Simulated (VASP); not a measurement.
# W (Im-3m) in VASP: further runs

Aim: see how the results for W move with the level of theory and the settings. Levels: PBE+D4, PBE+D3(BJ), PBE. Tasks: single point, relaxation of cell and atoms.

Everything below comes from runs of VASP 6.6.1. Logs are shortened: lines on timing, memory, paths and dates and some standing lists are left out, and cuts for length are marked.

## (1) The cell of the first run

It takes space group Im-3m (No. 229, cubic). The conventional cell has a = 3.162 Å, b = 3.162 Å, c = 3.162 Å, α = 90.00°, β = 90.00°, γ = 90.00°. Within 3.6 Å of W (site symmetry m-3m) lie 14 W at 2.74 to 3.16 Å.

## (2) Single point, PBE+D4

The input, INCAR:

```
PREC     = Accurate       # precision mode
ENCUT    = 520            # plane-wave cutoff, eV
EDIFF    = 1E-7           # SCF threshold, eV
ISMEAR   = -1             # smearing method
SIGMA    = 0.05           # smearing width, eV
LREAL    = F              # projectors in reciprocal space
LASPH    = T              # aspherical terms in the spheres
NELM     = 100            # most SCF steps
ALGO     = Normal         # electronic algorithm
ISIF     = 2              # what is computed and relaxed
LWAVE    = F              # write WAVECAR
LCHARG   = F              # write CHGCAR
GGA      = PE             # functional
IVDW     = 13             # dispersion correction
NBANDS   = 13             # bands
```

The input, KPOINTS:

```
Automatic mesh
0
Gamma
  12 12 12
```

The input, POSCAR:

```
W
1.0
   -1.5807851065      1.5807851065      1.5807851065
    1.5807851065     -1.5807851065      1.5807851065
    1.5807851065      1.5807851065     -1.5807851065
W
1
Direct
    0.0000000000      0.0000000000      0.0000000000
```

Potentials or basis: VASP PAW PBE potentials, release 64 (W_sv).

Command:

```sh
cat potpaw_PBE.64/W_sv/POTCAR > POTCAR
mpirun -np 1 vasp_std > vasp.out
```

OUTCAR:

```text
PREC = Accurate
   ENCUT = 520
   EDIFF = 1E-7
   ISMEAR = -1
   LREAL = F
   LASPH = T
   NELM = 100
   ISIF = 2
   GGA = PE
   IVDW = 13

 ion  position               nearest neighbor table
   1  0.000  0.000  0.000-

  LATTYP: Found a body centered cubic cell.
 ALAT       =     3.1615702130

  Lattice vectors:

 A1 = (  -1.5807851065,   1.5807851065,   1.5807851065)
 A2 = (   1.5807851065,  -1.5807851065,   1.5807851065)
 A3 = (   1.5807851065,   1.5807851065,  -1.5807851065)

Analysis of symmetry for initial positions (statically):
=====================================================================
 Subroutine PRICEL returns:
 Original cell was already a primitive cell.

 Routine SETGRP: Setting up the symmetry group for a
 body centered cubic supercell.

 Subroutine GETGRP returns: Found 48 space group operations
 (whereof 48 operations were pure point group operations)
 out of a pool of 48 trial point group operations.

The static configuration has the point symmetry O_h .

Analysis of symmetry for dynamics (positions and initial velocities):
=====================================================================
 Subroutine PRICEL returns:
 Original cell was already a primitive cell.

 Routine SETGRP: Setting up the symmetry group for a
 body centered cubic supercell.

 Subroutine GETGRP returns: Found 48 space group operations
 (whereof 48 operations were pure point group operations)
 out of a pool of 48 trial point group operations.

The dynamic configuration has the point symmetry O_h .

 Subroutine INISYM returns: Found 48 space group operations
 (whereof 48 operations are pure point group operations),
 and found     1 'primitive' translations

----------------------------------------------------------------------------------------

                                     Primitive cell

  volume of cell :      15.8008

  direct lattice vectors                    reciprocal lattice vectors
    -1.580785107  1.580785107  1.580785107     0.000000000  0.316298527  0.316298527
     1.580785107 -1.580785107  1.580785107     0.316298527  0.000000000  0.316298527
     1.580785107  1.580785107 -1.580785107     0.316298527  0.316298527  0.000000000

  length of vectors
     2.738000120  2.738000120  2.738000120     0.447313666  0.447313666  0.447313666

  position of ions in fractional coordinates (direct lattice)
     0.000000000  0.000000000  0.000000000

  ion indices of the primitive-cell ions
   primitive index   ion index
                 1           1

----------------------------------------------------------------------------------------

 KPOINTS: Automatic mesh

Automatic generation of k-mesh.
 Grid dimensions read from file:
 generate k-points for:   12   12   12

 Generating k-lattice:

  Cartesian coordinates                     Fractional coordinates (reciprocal lattice)
     0.000000000  0.026358211  0.026358211     0.083333333  0.000000000  0.000000000
     0.026358211  0.000000000  0.026358211     0.000000000  0.083333333  0.000000000
     0.026358211  0.026358211  0.000000000     0.000000000  0.000000000  0.083333333

  Length of vectors
     0.037276139  0.037276139  0.037276139

  Shift w.r.t. Gamma in fractional coordinates (k-lattice)
     0.000000000  0.000000000  0.000000000

 Subroutine IBZKPT returns following result:
 ===========================================

 Found     72 irreducible k-points:

 Following reciprocal coordinates:
            Coordinates               Weight
  0.000000  0.000000  0.000000      1.000000
  0.083333  0.000000  0.000000     12.000000
  0.166667  0.000000  0.000000     12.000000
  0.250000  0.000000  0.000000     12.000000
  0.333333  0.000000  0.000000     12.000000
  0.416667  0.000000  0.000000     12.000000
[... 16 lines left out ...]
  0.333333  0.083333  0.083333     24.000000
  0.416667  0.083333  0.083333     12.000000
 [... further k-points ...]
   k-points           NKPTS =     72   k-points in BZ     NKDIM =     72   number of bands    NBANDS=     13
   number of dos      NEDOS =    301   number of ions     NIONS =      1
   total plane-waves  NPLWV =   8000
   dimension x,y,z NGX =    20 NGY =   20 NGZ =   20
   dimension x,y,z NGXF=    40 NGYF=   40 NGZF=   40
   ions per type =               1
   NGX,Y,Z   is equivalent  to a cutoff of  12.14, 12.14, 12.14 a.u.
   NGXF,Y,Z  is equivalent  to a cutoff of  24.29, 24.29, 24.29 a.u.
 SYSTEM =  unknown system
   PREC   = accura    normal or accurate (medium, high low for compatibility)
   ISTART =      0    job   : 0-new  1-cont  2-samecut
   ICHARG =      2    charge: 1-file 2-atom 10-const
   ISPIN  =      1    spin polarized calculation?
   LNONCOLLINEAR =      F non collinear calculations
   LSORBIT =      F    spin-orbit coupling
   LASPH  =      T    aspherical Exc in radial PAW
   ENCUT  =  520.0 eV  38.22 Ry    6.18 a.u.   5.09  5.09  5.09*2*pi/ulx,y,z
   NELM   =    100;   NELMIN=  2; NELMDL= -5     # of ELM steps
   EDIFF  = 0.1E-06   stopping-criterion for ELM
   LREAL  =      F    real-space projection
   EDIFFG = 0.1E-05   stopping-criterion for IOM
   NSW    =      0    number of steps for IOM
   IBRION =     -1    ionic relax: 0-MD 1-quasi-New 2-CG
   NFREE  =      0    steps in history (QN), initial steepest desc. (CG)
   ISIF   =      2    stress and relaxation
   ISYM   =      2    0-nonsym 1-usesym 2-fastsym
   POTIM  = 0.5000    time-step for ionic-motion
   TEBEG  =    0.0;   TEEND  =   0.0 temperature during run
   PSTRESS=    0.0 pullay stress
   NELECT =      14.0000    total number of electrons
   NUPDOWN=      -1.0000    fix difference up-down
   EMIN   =  10.00;   EMAX   =-10.00  energy-range for DOS
   EFERMI =   0.00;   METHOD = LEGACY
   ISMEAR =    -1;   SIGMA  =   0.05  broadening in eV -4-tet -1-fermi 0-gaus
   EFERMI_NEDOS =   21; number of points for ismear=-14 and -15
   IALGO  =     38    algorithm
   IMIX   =      4    mixing-type and parameters
     AMIX     =   0.40;   BMIX     =  1.00
     AMIX_MAG =   1.60;   BMIX_MAG =  1.00
  volume/ion in A,a.u.               =      15.80       106.63
  Fermi-wavevector in a.u.,A,eV,Ry     =   1.572382  2.971371 33.638834  2.472385
  Thomas-Fermi vector in A             =   2.673825
   LORBIT       =      0    0 simple, 1 ext, 2 COOP (PROOUT), +10 PAW based schemes
   GGA     = PE    functional components
   LHFCALC =     F    Hartree Fock is set to
   AEXX    =    0.0000 exact exchange contribution
   IVDW    =    13    specifies the selected vdW correction
   LEPSILON=     F    determine dielectric tensor
   LRPA    =     F    only Hartree local field effects (RPA)
 non-spin polarized calculation
  energy-cutoff  :      520.00
  volume of cell :       15.80
 maximum number of plane-waves:       436
   NGX = 11   NGY = 11   NGZ = 11

 number of electron      14.0000004 magnetization

 Free energy of the ion-electron system (eV)
  ---------------------------------------------------
  ext. energy  EPLUGINS =         0.00000000
  ---------------------------------------------------
  free energy    TOTEN  =       -12.94868095 eV

  energy without entropy =      -12.94382900  energy(sigma->0) =      -12.94625498

 E-fermi :  11.4034     XC(G=0): -13.6596

 val. band max:       11.3655865184   @ k =  -0.2500   0.3333   0.1667
 cond. band min:      11.4164488061   @ k =  -0.1667   0.1667   0.0833
 fundamental gap:      0.0508622877
 Fermi energy:        11.4033508872

 k-point     1 :       0.0000    0.0000    0.0000
  band No.  band energies     occupation
      1     -62.6924      2.00000
      2     -26.2490      2.00000
      3     -26.2490      2.00000
      4     -26.2490      2.00000
      5       1.8354      2.00000
      6      10.2550      2.00000
      7      10.2550      2.00000
      8      10.2551      2.00000
      9      13.7584      0.00000
     10      13.7584      0.00000
     11      26.0148      0.00000
     12      26.0148      0.00000
     13      26.0148      0.00000

 k-point     2 :       0.0833    0.0000    0.0000
  band No.  band energies     occupation
      1     -62.6834      2.00000
      2     -26.3432      2.00000
      3     -26.2784      2.00000
      4     -26.2495      2.00000
      5       2.1702      2.00000
      6      10.0529      2.00000
      7      10.2021      2.00000
      8      10.5804      2.00000
      9      13.4542      0.00000
     10      13.7616      0.00000
     11      26.2932      0.00000
     12      26.5850      0.00000
     13      26.8162      0.00000

 k-point     3 :       0.1667    0.0000    0.0000
  band No.  band energies     occupation
      1     -62.6586      2.00000
      2     -26.5948      2.00000
      3     -26.3579      2.00000
      4     -26.2508      2.00000
      5       3.0851      2.00000
      6       9.5452      2.00000
      7       9.9453      2.00000
      8      11.5318      0.14243
      9      13.0552      0.00000
     10      13.8043      0.00000
     11      26.7634      0.00000
     12      28.1879      0.00000
     13      28.3727      0.00000

 k-point     4 :       0.2500    0.0000    0.0000
  band No.  band energies     occupation
      1     -62.6246      2.00000
      2     -26.9259      2.00000
      3     -26.4646      2.00000
      4     -26.2527      2.00000
      5       4.2579      2.00000
      6       8.9338      2.00000
      7       9.6272      2.00000
      8      13.0305      0.00000
      9      13.1299      0.00000
     10      13.9481      0.00000
     11      26.2670      0.00000
     12      28.0691      0.00000
     13      30.5900      0.00000

 k-point     5 :       0.3333    0.0000    0.0000
  band No.  band energies     occupation
      1     -62.5905      2.00000
      2     -27.2439      2.00000
      3     -26.5695      2.00000
      4     -26.2546      2.00000
      5       5.0592      2.00000
      6       8.3929      2.00000
      7      10.0134      2.00000
      8      13.5033      0.00000
      9      14.2091      0.00000
     10      14.9084      0.00000
     11      24.7870      0.00000
     12      25.7573      0.00000
     13      32.6931      0.00000
[... 257 lines left out ...]
 k-point    22 :       0.2500    0.0833    0.0833
  band No.  band energies     occupation
      1     -62.5842      2.00000
      2     -27.2522      2.00000
      3     -26.5782      2.00000
      4     -26.3349      2.00000
      5       5.7310      2.00000
      6       8.2558      2.00000
      7       9.1915      2.00000
      8      13.6509      0.00000
      9      14.2804      0.00000
     10      16.2901      0.00000
     11      25.2711      0.00000
     12      25.4555      0.00000
     13      29.2697      0.00000

 k-point    23 :       0.3333    0.0833    0.0833
  band No.  band energies     occupation
      1     -62.5620      2.00000
      2     -27.4093      2.00000
      3     -26.6900      2.00000
      4     -26.3415      2.00000
      5       5.8960      2.00000
      6       7.9640      2.00000
      7      10.4114      2.00000
      8      13.8808      0.00000
      9      14.5628      0.00000
     10      18.1233      0.00000
     11      22.6088      0.00000
     12      24.1866      0.00000
     13      28.1051      0.00000

 k-point    24 :       0.4167    0.0833    0.0833
  band No.  band energies     occupation
      1     -62.5539      2.00000
      2     -27.4647      2.00000
      3     -26.7320      2.00000
      4     -26.3440      2.00000
      5       5.8603      2.00000
      6       7.8651      2.00000
      7      11.2210      1.94917
      8      13.9030      0.00000
      9      14.6781      0.00000
     10      18.9475      0.00000
     11      21.4666      0.00000
     12      23.7140      0.00000
     13      27.5775      0.00000

 [... further k-points ...]

------------------------ aborting loop because EDIFF is reached ----------------------------------------

  DFT-D4 for vdW energy calculation

  Edisp (eV):   -0.72412

  FORCE on cell =-STRESS in cart. coord.  units (eV):
  Direction    XX          YY          ZZ          XY          YZ          ZX
  --------------------------------------------------------------------------------------
  -------------------------------------------------------------------------------------
  Total       0.05196     0.05196     0.05196     0.00000     0.00000    -0.00000
  in kB       5.26909     5.26909     5.26909     0.00000     0.00000    -0.00000
  external pressure =        5.27 kB  Pullay stress =        0.00 kB

 VOLUME and BASIS-vectors are now :
 -----------------------------------------------------------------------------
  energy-cutoff  :      520.00
  volume of cell :       15.80
      direct lattice vectors                 reciprocal lattice vectors
    -1.580785107  1.580785107  1.580785107     0.000000000  0.316298527  0.316298527
     1.580785107 -1.580785107  1.580785107     0.316298527  0.000000000  0.316298527
     1.580785107  1.580785107 -1.580785107     0.316298527  0.316298527  0.000000000

 POSITION                                       TOTAL-FORCE (eV/Angst)
 -----------------------------------------------------------------------------------
      0.00000      0.00000      0.00000        -0.000000     -0.000000      0.000000
 -----------------------------------------------------------------------------------
    total drift:                                0.000000     -0.000000      0.000000

  FREE ENERGIE OF THE ION-ELECTRON SYSTEM (eV)
  ---------------------------------------------------
  free  energy   TOTEN  =       -13.6728036905 eV

  energy  without entropy=      -13.6679517417  energy(sigma->0) =      -13.67037772
```

It took 6.2 s on 1 thread of Intel Xeon 6975P-C (Granite Rapids), shared host; peak memory 0.13 GiB.

Results:

```yaml
Free_energy: -13.6728 eV
Pressure: 0.5 GPa
Band_gap_on_the_k_mesh: zero (band 7 reaches 16.68 eV, above the bottom of band 8 at 10.26 eV)
Dispersion_energy_per_atom: -0.724 eV
```

Caveat: spin-orbit coupling is left out, which moves the levels of the heavy elements; pairwise dispersion overbinds metals, which lowers pressure and volume.

[end of part 1 of 2]
